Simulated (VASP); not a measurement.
Wanted: the native input for a VASP 6.6.1 run.

| Item | Value |
| --- | --- |
| Task | single point |
| Functional | PBE |
| Potentials or basis | VASP PAW PBE potentials, release 64 (B) |
| Cutoff | 520 eV |
| k mesh | 10 × 8 × 8 |
| Occupations | gaussian, width 0.1 eV |
| Spin | no spin polarisation |
| Dipole correction | no |
| Further INCAR settings | ALGO = Normal; EDIFF = 1e-07; NBANDS = 8 |

The structure of B lies in POSCAR:

```
B
1.0
    1.6433811374      0.0000000000     -0.0768890025
    0.0000000000      4.4329289659      0.0000000000
   -0.7410201564      0.0000000000      1.6489311029
B
1
Direct
    0.0000000000      0.5000000000      0.5000000000
```

The cell was generated, and may not be a known phase.

These files were run (other wordings do the same):

INCAR

```
PREC = Accurate ; ENCUT = 520
EDIFF = 1E-7 ; ISMEAR = 0
SIGMA = 0.1 ; LREAL = False
LASPH = True ; NELM = 60
ALGO = Normal ; ISIF = 2
LWAVE = False ; LCHARG = False
GGA = PE ; NBANDS = 8
```

KPOINTS

```
Automatic mesh
0
Gamma
  10 8 8
```

Potentials or basis: VASP PAW PBE potentials, release 64 (B).

Launch:

```sh
$ cat potpaw_PBE.64/B/POTCAR > POTCAR
$ mpirun -np 1 vasp_std > vasp.out
```

It gave:

```
Pressure               : 0.0 GPa
Band gap on the k mesh : zero (an odd number of electrons rules out a gap without spin polarisation)
```

Caveat: the k points lie up to 0.48 Å⁻¹ apart, too coarse for converged energies and pressures of a metal.

Run time: 8.4 s on 1 thread of Intel(R) Xeon(R) Platinum 8488C (Sapphire Rapids), with other jobs on the host, peak memory 0.12 GiB.
